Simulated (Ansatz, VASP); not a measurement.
One calculation of SiC, two programs

```
CELL_PARAMETERS angstrom
1.54796 2.68115 0.00000
-1.54796 2.68115 0.00000
0.00000 0.00000 15.19807
ATOMIC_POSITIONS crystal
Si 0.00000 0.00000 0.00000
Si 0.00000 0.00000 0.50000
Si 0.33333 0.33334 0.16640
Si 0.66666 0.66667 0.66640
Si 0.66667 0.66666 0.33290
Si 0.33334 0.33333 0.83290
C 0.33333 0.33334 0.04120
C 0.66666 0.66667 0.54120
C 0.66667 0.66666 0.20800
C 0.33334 0.33333 0.70800
C 0.00000 0.00000 0.37460
C 0.00000 0.00000 0.87460
```

Alike in both runs: task single point; functional r2SCAN; k mesh 9 × 9 × 2; no spin polarisation.

```csv
,VASP,Ansatz
version,VASP 6.6.1,Ansatz 0.2.0
potentials or method,"VASP PAW PBE potentials, release 64 (Si, C), cutoff 520 eV",PAW plane waves
occupations,"fermi-dirac, width 0.1 eV",fermi-dirac
valence electrons in the cell,48,48
```

VASP gave:

| Property | Result |
| --- | --- |
| pressure (GPa) | -4.0 |
| traceless stress, the component that is largest in VASP (GPa) | -0.15 |
| rms of the force components (eV/Å) | 0.067 |

Question: What did Ansatz give for the same quantities?

Answer: Pressure (GPa): -3.8; traceless stress, the component that is largest in VASP (GPa): -0.15; rms of the force components (eV/Å): 0.067.

VASP's potentials were made for PBE, not for r2SCAN. Atom by atom the forces differ by 0.001 eV/Å (rms over components). Ansatz's warnings: structure snapped to symmetry.
